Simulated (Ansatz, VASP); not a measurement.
# One calculation of Pb, two programs

```
Pb
1.0
     0.00000    2.43979    2.43979
     2.43979    0.00000    2.43979
     2.43979    2.43979    0.00000
Pb
1
Direct
  0.00000 0.00000 0.00000
```

Alike in both runs: task relaxation of cell and atoms; functional LDA; k mesh 15 × 15 × 15; occupations fermi-dirac, width 0.05 eV; no spin polarisation.

|  | VASP | Ansatz |
| --- | --- | --- |
| version | VASP 6.6.1 | Ansatz 0.2.0 |
| potentials or method | VASP PAW LDA potentials, release 64 (Pb_d), cutoff 600 eV | all-electron LAPW, non-relativistic |

VASP gave:

```
relaxed volume (Å³/atom)                                     : 29.10
relaxed cell length with the largest relative difference (Å) : 3.452
```

Q: Estimate Ansatz's values.

A: Relaxed volume (Å³/atom): 30.69; relaxed cell length with the largest relative difference (Å): 3.514.

LDA's correlation is that of Perdew and Zunger in VASP and of Perdew and Wang (1992) in Ansatz. Ansatz ran all-electron here, and VASP with PAW potentials.

Neither program's run includes spin-orbit coupling.
